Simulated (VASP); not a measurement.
# La (Pm-3m) in VASP: notebook

The runs below take La through single point, with LDA.

Everything below comes from runs of VASP 6.6.1. Logs are shortened: lines on timing, memory, paths and dates and some standing lists are left out, and cuts for length are marked.

## Step 1: The cell of the first run

Symmetry: Pm-3m, No. 221, cubic system. Conventional cell: a = 3.066 Å, b = 3.066 Å, c = 3.066 Å, α = 90.00°, β = 90.00°, γ = 90.00°. Within 4.0 Å of La (site symmetry m-3m) lie 6 La at 3.07 Å.

## Step 2: Single point, LDA (volume scaled by 0.9)

INCAR reads:

```
SYSTEM = La
  PREC = Accurate
  ENCUT = 520
  EDIFF = 1E-6
  ISMEAR = -1
  SIGMA = 0.05
  LREAL = .FALSE.
  LASPH = .TRUE.
  NELM = 80
  ALGO = Normal
  ISIF = 2
  LWAVE = .FALSE.
  LCHARG = .TRUE.
  GGA = CA
  LELF = .TRUE.
  LVHAR = .TRUE.
  NBANDS = 12
```

KPOINTS reads:

```
regular mesh
0
G
  13 13 13
  0 0 0
```

POSCAR reads:

```
La
1.0
    3.0663369685      0.0000000000      0.0000000000
    0.0000000000      3.0663369685      0.0000000000
    0.0000000000      0.0000000000      3.0663369685
La
1
Direct
    0.0000000000      0.0000000000      0.0000000000
```

Potentials or basis: VASP PAW LDA potentials, release 64 (La).

Launch:

```sh
$ cat potpaw_LDA.64/La/POTCAR > POTCAR
$ mpirun -np 1 vasp_std > vasp.out
```

OUTCAR:

```text
SYSTEM = La
   PREC = Accurate
   ENCUT = 520
   EDIFF = 1E-6
   ISMEAR = -1
   LREAL = .FALSE.
   LASPH = .TRUE.
   NELM = 80
   ISIF = 2
   GGA = CA

 ion  position               nearest neighbor table
   1  0.000  0.000  0.000-

  LATTYP: Found a simple cubic cell.
 ALAT       =     3.0663369685

  Lattice vectors:

 A1 = (   3.0663369685,   0.0000000000,   0.0000000000)
 A2 = (   0.0000000000,   3.0663369685,   0.0000000000)
 A3 = (   0.0000000000,   0.0000000000,   3.0663369685)

Analysis of symmetry for initial positions (statically):
=====================================================================
 Subroutine PRICEL returns:
 Original cell was already a primitive cell.

 Routine SETGRP: Setting up the symmetry group for a
 simple cubic supercell.

 Subroutine GETGRP returns: Found 48 space group operations
 (whereof 48 operations were pure point group operations)
 out of a pool of 48 trial point group operations.

The static configuration has the point symmetry O_h .

Analysis of symmetry for dynamics (positions and initial velocities):
=====================================================================
 Subroutine PRICEL returns:
 Original cell was already a primitive cell.

 Routine SETGRP: Setting up the symmetry group for a
 simple cubic supercell.

 Subroutine GETGRP returns: Found 48 space group operations
 (whereof 48 operations were pure point group operations)
 out of a pool of 48 trial point group operations.

The dynamic configuration has the point symmetry O_h .

 Subroutine INISYM returns: Found 48 space group operations
 (whereof 48 operations are pure point group operations),
 and found     1 'primitive' translations

----------------------------------------------------------------------------------------

                                     Primitive cell

  volume of cell :      28.8310

  direct lattice vectors                    reciprocal lattice vectors
     3.066336968  0.000000000  0.000000000     0.326122018  0.000000000  0.000000000
     0.000000000  3.066336968  0.000000000     0.000000000  0.326122018  0.000000000
     0.000000000  0.000000000  3.066336968     0.000000000  0.000000000  0.326122018

  length of vectors
     3.066336968  3.066336968  3.066336968     0.326122018  0.326122018  0.326122018

  position of ions in fractional coordinates (direct lattice)
     0.000000000  0.000000000  0.000000000

  ion indices of the primitive-cell ions
   primitive index   ion index
                 1           1

----------------------------------------------------------------------------------------

 KPOINTS: regular mesh

Automatic generation of k-mesh.
 Grid dimensions read from file:
 generate k-points for:   13   13   13

 Generating k-lattice:

  Cartesian coordinates                     Fractional coordinates (reciprocal lattice)
     0.025086309  0.000000000  0.000000000     0.076923077  0.000000000  0.000000000
     0.000000000  0.025086309  0.000000000     0.000000000  0.076923077  0.000000000
     0.000000000  0.000000000  0.025086309     0.000000000  0.000000000  0.076923077

  Length of vectors
     0.025086309  0.025086309  0.025086309

  Shift w.r.t. Gamma in fractional coordinates (k-lattice)
     0.000000000  0.000000000  0.000000000

 Subroutine IBZKPT returns following result:
 ===========================================

 Found     84 irreducible k-points:

 Following reciprocal coordinates:
            Coordinates               Weight
  0.000000  0.000000  0.000000      1.000000
  0.076923  0.000000  0.000000      6.000000
  0.153846  0.000000  0.000000      6.000000
  0.230769  0.000000  0.000000      6.000000
  0.307692  0.000000  0.000000      6.000000
  0.384615  0.000000  0.000000      6.000000
[... 16 lines left out ...]
  0.307692  0.307692  0.000000     12.000000
  0.384615  0.307692  0.000000     24.000000
 [... further k-points ...]
   k-points           NKPTS =     84   k-points in BZ     NKDIM =     84   number of bands    NBANDS=     12
   number of dos      NEDOS =    301   number of ions     NIONS =      1
   total plane-waves  NPLWV =  13824
   dimension x,y,z NGX =    24 NGY =   24 NGZ =   24
   dimension x,y,z NGXF=    48 NGYF=   48 NGZF=   48
   ions per type =               1
   NGX,Y,Z   is equivalent  to a cutoff of  13.01, 13.01, 13.01 a.u.
   NGXF,Y,Z  is equivalent  to a cutoff of  26.02, 26.02, 26.02 a.u.
 SYSTEM =  La
   PREC   = accura    normal or accurate (medium, high low for compatibility)
   ISTART =      0    job   : 0-new  1-cont  2-samecut
   ICHARG =      2    charge: 1-file 2-atom 10-const
   ISPIN  =      1    spin polarized calculation?
   LNONCOLLINEAR =      F non collinear calculations
   LSORBIT =      F    spin-orbit coupling
   LASPH  =      T    aspherical Exc in radial PAW
   ENCUT  =  520.0 eV  38.22 Ry    6.18 a.u.   5.70  5.70  5.70*2*pi/ulx,y,z
   NELM   =     80;   NELMIN=  2; NELMDL= -5     # of ELM steps
   EDIFF  = 0.1E-05   stopping-criterion for ELM
   LREAL  =      F    real-space projection
   EDIFFG = 0.1E-04   stopping-criterion for IOM
   NSW    =      0    number of steps for IOM
   IBRION =     -1    ionic relax: 0-MD 1-quasi-New 2-CG
   NFREE  =      0    steps in history (QN), initial steepest desc. (CG)
   ISIF   =      2    stress and relaxation
   ISYM   =      2    0-nonsym 1-usesym 2-fastsym
   POTIM  = 0.5000    time-step for ionic-motion
   TEBEG  =    0.0;   TEEND  =   0.0 temperature during run
   PSTRESS=    0.0 pullay stress
   NELECT =      11.0000    total number of electrons
   NUPDOWN=      -1.0000    fix difference up-down
   EMIN   =  10.00;   EMAX   =-10.00  energy-range for DOS
   EFERMI =   0.00;   METHOD = LEGACY
   ISMEAR =    -1;   SIGMA  =   0.05  broadening in eV -4-tet -1-fermi 0-gaus
   EFERMI_NEDOS =   21; number of points for ismear=-14 and -15
   IALGO  =     38    algorithm
   IMIX   =      4    mixing-type and parameters
     AMIX     =   0.40;   BMIX     =  1.00
     AMIX_MAG =   1.60;   BMIX_MAG =  1.00
  volume/ion in A,a.u.               =      28.83       194.56
  Fermi-wavevector in a.u.,A,eV,Ry     =   1.187369  2.243803 19.182120  1.409846
  Thomas-Fermi vector in A             =   2.323522
   LORBIT       =      0    0 simple, 1 ext, 2 COOP (PROOUT), +10 PAW based schemes
   GGA     = CA    functional components
   LHFCALC =     F    Hartree Fock is set to
   AEXX    =    0.0000 exact exchange contribution
   IVDW    =     0    specifies the selected vdW correction
   LEPSILON=     F    determine dielectric tensor
   LRPA    =     F    only Hartree local field effects (RPA)
 non-spin polarized calculation
  energy-cutoff  :      520.00
  volume of cell :       28.83
 maximum number of plane-waves:       792
 NGX is ok and might be reduce to    24
   NGX = 11   NGY = 11   NGZ = 11

 number of electron      11.0000000 magnetization

 Free energy of the ion-electron system (eV)
  ---------------------------------------------------
  ext. energy  EPLUGINS =         0.00000000
  ---------------------------------------------------
  free energy    TOTEN  =        -5.10998556 eV

  energy without entropy =       -5.09218654  energy(sigma->0) =       -5.10108605

 E-fermi :  10.2080     XC(G=0): -10.7692

 val. band max:       10.2059163229   @ k =   0.3077   0.2308   0.0769
 cond. band min:      10.2289873586   @ k =   0.3077   0.3077   0.3077
 fundamental gap:      0.0230710357
 Fermi energy:        10.2080049729

 k-point     1 :       0.0000    0.0000    0.0000
  band No.  band energies     occupation
      1     -22.7975      2.00000
      2      -4.6534      2.00000
      3      -4.6534      2.00000
      4      -4.6534      2.00000
      5       7.7399      2.00000
      6       8.6348      2.00000
      7       8.6348      2.00000
      8      12.4446      0.00000
      9      12.4446      0.00000
     10      12.4446      0.00000
     11      12.8369      0.00000
     12      12.8369      0.00000

 k-point     2 :       0.0769    0.0000    0.0000
  band No.  band energies     occupation
      1     -22.7696      2.00000
      2      -4.9072      2.00000
      3      -4.6319      2.00000
      4      -4.6319      2.00000
      5       7.9167      2.00000
      6       8.6815      2.00000
      7       8.9447      2.00000
      8      12.4156      0.00000
      9      12.4551      0.00000
     10      12.4551      0.00000
     11      12.8089      0.00000
     12      12.8420      0.00000

 k-point     3 :       0.1538    0.0000    0.0000
  band No.  band energies     occupation
      1     -22.6908      2.00000
      2      -5.5541      2.00000
      3      -4.5717      2.00000
      4      -4.5717      2.00000
      5       8.2401      2.00000
      6       8.8170      2.00000
      7       9.9362      1.99132
      8      12.3289      0.00000
      9      12.4861      0.00000
     10      12.4861      0.00000
     11      12.6858      0.00000
     12      12.8586      0.00000
[... 286 lines left out ...]
 k-point    23 :       0.3077    0.3077    0.0000
  band No.  band energies     occupation
      1     -22.1066      2.00000
      2      -6.8021      2.00000
      3      -6.7371      2.00000
      4      -4.1395      2.00000
      5       8.8353      2.00000
      6      10.0495      1.91944
      7      11.9625      0.00000
      8      12.3066      0.00000
      9      12.4348      0.00000
     10      12.7532      0.00000
     11      12.8222      0.00000
     12      12.8355      0.00000

 k-point    24 :       0.3846    0.3077    0.0000
  band No.  band energies     occupation
      1     -21.9991      2.00000
      2      -7.3391      2.00000
      3      -6.6565      2.00000
      4      -4.0631      2.00000
      5       8.2704      2.00000
      6      10.3322      0.15395
      7      11.8591      0.00000
      8      12.2513      0.00000
      9      12.5896      0.00000
     10      12.7079      0.00000
     11      12.8603      0.00000
     12      12.9274      0.00000

 [... further k-points ...]
[... 5 lines left out ...]
  --------------------------------------------------------------------------------------
  -------------------------------------------------------------------------------------
  Total        0.6600808      0.6600808      0.6600808      0.0000000      0.0000000      0.0000000
  in kB       36.6815817     36.6815817     36.6815817      0.0000000      0.0000000      0.0000000
  external PRESSURE =      36.6815817 kB  Pullay stress =       0.0000000 kB

 VOLUME and BASIS-vectors are now :
 -----------------------------------------------------------------------------
  energy-cutoff  :      520.00
  volume of cell :       28.83
      direct lattice vectors                 reciprocal lattice vectors
     3.066336968  0.000000000  0.000000000     0.326122018  0.000000000  0.000000000
     0.000000000  3.066336968  0.000000000     0.000000000  0.326122018  0.000000000
     0.000000000  0.000000000  3.066336968     0.000000000  0.000000000  0.326122018

 POSITION                                       TOTAL-FORCE (eV/Angst)
 -----------------------------------------------------------------------------------
      0.00000      0.00000      0.00000         0.000000      0.000000      0.000000
 -----------------------------------------------------------------------------------
    total drift:                               -0.000000      0.000000      0.000000

  FREE ENERGIE OF THE ION-ELECTRON SYSTEM (eV)
  ---------------------------------------------------
  free  energy   TOTEN  =        -5.1099855583 eV

  energy  without entropy=       -5.0921865417  energy(sigma->0) =       -5.10108605
```

It took 13 s on 1 thread of Intel Xeon Platinum 8488C (Sapphire Rapids), shared host; peak memory 0.15 GiB.

What came out:

```yaml
Free_energy: -5.1100 eV
Pressure: 3.7 GPa
```

Caveat: the cell differs from its parent crystal (volume scaled by 0.9); spin-orbit coupling is left out, which moves the levels of the heavy elements.

## Step 3: Single point, LDA (volume scaled by 0.9)

INCAR reads:

```
PREC = Accurate
ENCUT = 520
EDIFF = 1E-6
ISMEAR = -1
SIGMA = 0.05
LREAL = F
LASPH = T
NELM = 60
ALGO = Normal
ISIF = 2
LWAVE = F
LCHARG = F
GGA = CA
NBANDS = 12
```

KPOINTS reads:

```
regular mesh
0
Gamma
  13 13 13
```

POSCAR is that of step 2.

Potentials or basis: VASP PAW LDA potentials, release 64 (La).

Launch:

```sh
$ cat potpaw_LDA.64/La/POTCAR > POTCAR
$ mpirun -np 1 vasp_std > vasp.out
```

OUTCAR:

```text
PREC = Accurate
   ENCUT = 520
   EDIFF = 1E-6
   ISMEAR = -1
   LREAL = F
   LASPH = T
   NELM = 60
   ISIF = 2
   GGA = CA

 ion  position               nearest neighbor table
   1  0.000  0.000  0.000-

  LATTYP: Found a simple cubic cell.
 ALAT       =     3.0663369685

  Lattice vectors:

 A1 = (   3.0663369685,   0.0000000000,   0.0000000000)
 A2 = (   0.0000000000,   3.0663369685,   0.0000000000)
 A3 = (   0.0000000000,   0.0000000000,   3.0663369685)

Analysis of symmetry for initial positions (statically):
=====================================================================
 Subroutine PRICEL returns:
 Original cell was already a primitive cell.

 Routine SETGRP: Setting up the symmetry group for a
 simple cubic supercell.

 Subroutine GETGRP returns: Found 48 space group operations
 (whereof 48 operations were pure point group operations)
 out of a pool of 48 trial point group operations.

The static configuration has the point symmetry O_h .

Analysis of symmetry for dynamics (positions and initial velocities):
=====================================================================
 Subroutine PRICEL returns:
 Original cell was already a primitive cell.

 Routine SETGRP: Setting up the symmetry group for a
 simple cubic supercell.

 Subroutine GETGRP returns: Found 48 space group operations
 (whereof 48 operations were pure point group operations)
 out of a pool of 48 trial point group operations.

The dynamic configuration has the point symmetry O_h .

 Subroutine INISYM returns: Found 48 space group operations
 (whereof 48 operations are pure point group operations),
 and found     1 'primitive' translations

----------------------------------------------------------------------------------------

                                     Primitive cell
[... 107 lines left out ...]
   IMIX   =      4    mixing-type and parameters
     AMIX     =   0.40;   BMIX     =  1.00
     AMIX_MAG =   1.60;   BMIX_MAG =  1.00
  volume/ion in A,a.u.               =      28.83       194.56
  Fermi-wavevector in a.u.,A,eV,Ry     =   1.187369  2.243803 19.182120  1.409846
  Thomas-Fermi vector in A             =   2.323522
   LORBIT       =      0    0 simple, 1 ext, 2 COOP (PROOUT), +10 PAW based schemes
   GGA     = CA    functional components
   LHFCALC =     F    Hartree Fock is set to
   AEXX    =    0.0000 exact exchange contribution
   IVDW    =     0    specifies the selected vdW correction
   LEPSILON=     F    determine dielectric tensor
   LRPA    =     F    only Hartree local field effects (RPA)
 non-spin polarized calculation
  energy-cutoff  :      520.00
  volume of cell :       28.83
 maximum number of plane-waves:       792
 NGX is ok and might be reduce to    24
   NGX = 11   NGY = 11   NGZ = 11

 number of electron      11.0000000 magnetization

 Free energy of the ion-electron system (eV)
  ---------------------------------------------------
  ext. energy  EPLUGINS =         0.00000000
  ---------------------------------------------------
  free energy    TOTEN  =        -5.10998556 eV

  energy without entropy =       -5.09218654  energy(sigma->0) =       -5.10108605

 E-fermi :  10.2080     XC(G=0): -10.7692

 val. band max:       10.2059163229   @ k =   0.3077   0.2308   0.0769
 cond. band min:      10.2289873586   @ k =   0.3077   0.3077   0.3077
 fundamental gap:      0.0230710357
 Fermi energy:        10.2080049729

 k-point     1 :       0.0000    0.0000    0.0000
  band No.  band energies     occupation
      1     -22.7975      2.00000
      2      -4.6534      2.00000
      3      -4.6534      2.00000
      4      -4.6534      2.00000
      5       7.7399      2.00000
      6       8.6348      2.00000
      7       8.6348      2.00000
      8      12.4446      0.00000
      9      12.4446      0.00000
     10      12.4446      0.00000
     11      12.8369      0.00000
     12      12.8369      0.00000
[... 331 lines left out ...]
 k-point    24 :       0.3846    0.3077    0.0000
  band No.  band energies     occupation
      1     -21.9991      2.00000
      2      -7.3391      2.00000
      3      -6.6565      2.00000
      4      -4.0631      2.00000
      5       8.2704      2.00000
      6      10.3322      0.15395
      7      11.8591      0.00000
      8      12.2513      0.00000
      9      12.5896      0.00000
     10      12.7079      0.00000
     11      12.8603      0.00000
     12      12.9274      0.00000

 [... further k-points ...]
[... 5 lines left out ...]
  --------------------------------------------------------------------------------------
  -------------------------------------------------------------------------------------
  Total        0.6600808      0.6600808      0.6600808      0.0000000      0.0000000      0.0000000
  in kB       36.6815817     36.6815817     36.6815817      0.0000000      0.0000000      0.0000000
  external PRESSURE =      36.6815817 kB  Pullay stress =       0.0000000 kB

 VOLUME and BASIS-vectors are now :
 -----------------------------------------------------------------------------
  energy-cutoff  :      520.00
  volume of cell :       28.83
      direct lattice vectors                 reciprocal lattice vectors
     3.066336968  0.000000000  0.000000000     0.326122018  0.000000000  0.000000000
     0.000000000  3.066336968  0.000000000     0.000000000  0.326122018  0.000000000
     0.000000000  0.000000000  3.066336968     0.000000000  0.000000000  0.326122018

 POSITION                                       TOTAL-FORCE (eV/Angst)
 -----------------------------------------------------------------------------------
      0.00000      0.00000      0.00000         0.000000      0.000000      0.000000
 -----------------------------------------------------------------------------------
    total drift:                               -0.000000      0.000000      0.000000

  FREE ENERGIE OF THE ION-ELECTRON SYSTEM (eV)
  ---------------------------------------------------
  free  energy   TOTEN  =        -5.1099855583 eV

  energy  without entropy=       -5.0921865417  energy(sigma->0) =       -5.10108605
```

stdout:

```text
POSCAR found type information on POSCAR La
 POSCAR found :  1 types and       1 ions
 scaLAPACK will be used
 LDA part: xc-table for (Slater(with rela. corr.)+CA(PZ))
 , standard interpolation
 POSCAR, INCAR and KPOINTS ok, starting setup
 FFT: planning ... GRIDC
 FFT: planning ... GRID_SOFT
 FFT: planning ... GRID
 WAVECAR not read
 entering main loop
```

Run time: 14 s. Hardware: 1 thread of Intel Xeon Platinum 8488C (Sapphire Rapids), shared host; peak memory 0.15 GiB.

What came out:

* Free energy: -5.1100 eV
* Pressure: 3.7 GPa

Caveat: the cell differs from its parent crystal (volume scaled by 0.9); spin-orbit coupling is left out, which moves the levels of the heavy elements.

## Step 4: Single point, LDA

This run uses another cell than the first one, of 32.03 Å³/atom, 1.111 times its volume.

INCAR reads:

```
SYSTEM = La
ALGO     = Normal         ! electronic algorithm
EDIFF    = 1E-6           ! SCF threshold, eV
ENCUT    = 520            ! plane-wave cutoff, eV
GGA      = CA             ! functional
ISIF     = 2              ! what is computed and relaxed
ISMEAR   = -1             ! smearing method
LASPH    = .TRUE.         ! aspherical terms in the spheres
LCHARG   = .FALSE.        ! write CHGCAR
LREAL    = .FALSE.        ! projectors in reciprocal space
LWAVE    = .FALSE.        ! write WAVECAR
NBANDS   = 12             ! bands
NELM     = 100            ! most SCF steps
PREC     = Accurate       ! precision mode
SIGMA    = 0.05           ! smearing width, eV
```

KPOINTS reads:

```
k-points
0
G
  13 13 13
  0 0 0
```

POSCAR reads:

```
La
1.0
    3.1759406343      0.0000000000      0.0000000000
    0.0000000000      3.1759406343      0.0000000000
    0.0000000000      0.0000000000      3.1759406343
La
1
Direct
    0.0000000000      0.0000000000      0.0000000000
```

Launch:

```sh
$ cat potpaw_LDA.64/La/POTCAR > POTCAR
$ mpirun -np 1 vasp_std > vasp.out
```

It took 13 s on 1 thread of Intel Xeon Platinum 8488C (Sapphire Rapids), shared host; peak memory 0.16 GiB.

It converged, with:

```
Free energy : -5.1421 eV
Pressure    : -0.2 GPa
```

Levels at points of the mesh, in eV from the Fermi level:
```tsv
k point	band 2	band 3	band 4	band 5	band 6	band 7	band 8	band 9
(0.00, 0.00, 0.00)	-15.22	-15.22	-15.22	-2.67	-1.35	-1.35	2.02	2.02
```

Caveat: spin-orbit coupling is left out, which moves the levels of the heavy elements.
